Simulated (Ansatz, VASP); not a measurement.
**TePb in VASP and in Ansatz**

INCAR

```
  ALGO = Normal
  EDIFF = 1E-7
  ENCUT = 520
  GGA = PE
  ISIF = 2
  ISMEAR = 0
  LASPH = T
  LCHARG = F
  LREAL = F
  LWAVE = F
  NBANDS = 17
  NELM = 60
  PREC = Accurate
  SIGMA = 0.05
```

KPOINTS

```
k-points
0
Gamma
  8 8 8
```

File POSCAR:

```
TePb
1.0
    0.0000000000      3.2270000000      3.2270000000
    3.2270000000      0.0000000000      3.2270000000
    3.2270000000      3.2270000000      0.0000000000
Te Pb
1 1
Direct
    0.5000000000      0.5000000000      0.5000000000
    0.0406724512     -0.0406724512      0.0406724512
```

Input for Ansatz:

```yaml
crystal:
  lattice:
    - [0.0, 3.227, 3.227]
    - [3.227, 0.0, 3.227]
    - [3.227, 3.227, 0.0]
  atoms:
    - { symbol: Te, position: [0.5, 0.5, 0.5] }
    - { symbol: Pb, position: [0.0406724512, -0.0406724512, 0.0406724512] }
basis:
  ecutwfc: 420
kpoints:
  mp_grid: { grid: [8, 8, 8] }
hamiltonian:
  xc: pbe
scf:
  occupations: { method: gaussian, width: 0.05 }
output:
  forces: true
  stress: true
  eigenvalues: true
```

Change from the starting cell: all Pb atoms moved +0.263 Å, as atom 2 along Cartesian [0 1 0].

Alike in both runs: task single point; functional PBE; k mesh 8 × 8 × 8; occupations gaussian, width 0.05 eV; no spin polarisation.

|  | VASP | Ansatz |
| --- | --- | --- |
| version | VASP 6.6.1 | Ansatz 0.2.0 |
| potentials or method | VASP PAW PBE potentials, release 64 (Te, Pb_d), cutoff 520 eV | scalar-relativistic, plane waves, PAW |
| valence electrons in the cell | 20 | 30 |

|  | VASP | Ansatz | Ansatz less VASP |
| --- | --- | --- | --- |
| gap on the k mesh at the Fermi level (eV) | 1.04 | 1.04 | -0.003 |
| least direct gap on the mesh (eV) | 1.05 | 1.04 | -0.007 |
| pressure (GPa) | 3.2 | 3.2 | +0.04 |
| traceless stress, the component that is largest in VASP (GPa) | 1.88 | 1.87 | -0.014 |
| rms of the force components (eV/Å) | 0.253 | 0.250 | -0.0024 |

Atom by atom the forces differ by 0.002 eV/Å (rms over components). VASP's potentials hold 20 valence electrons a cell and Ansatz's 30, so a difference there can come from the potentials and not from the codes.

Spin-orbit coupling is off throughout.
